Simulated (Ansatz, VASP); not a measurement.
Two plane-wave programs on Cu

```
CELL_PARAMETERS angstrom
-1.37065 1.37065 1.37608
1.37065 -1.37065 1.37608
1.37065 1.37065 -1.37608
ATOMIC_POSITIONS crystal
Cu 0.00000 0.00000 0.00000
```

Change from the starting cell: strain -0.050 along x and y, +0.000 along z, atoms carried along.

Alike in both runs: task single point; functional PBEsol; k mesh 24 × 24 × 24; occupations gaussian, width 0.15 eV; no spin polarisation.

|  | VASP | Ansatz |
| --- | --- | --- |
| version | VASP 6.6.1 | Ansatz 0.2.0 |
| potentials or method | VASP PAW PBE potentials, release 64 (Cu), cutoff 520 eV | scalar-relativistic, plane waves, PAW |
| valence electrons in the cell | 11 | 19 |

```tsv
	VASP	Ansatz	Ansatz less VASP
gap on the k mesh at the Fermi level (eV)	none	none	-
pressure (GPa)	20.3	19.6	-0.77
```

VASP's potentials were made for PBE, not for PBEsol. A gap of «none» marks a metal or a gap that the smearing closes. VASP's potentials hold 11 valence electrons a cell and Ansatz's 19, so a difference there can come from the potentials and not from the codes.
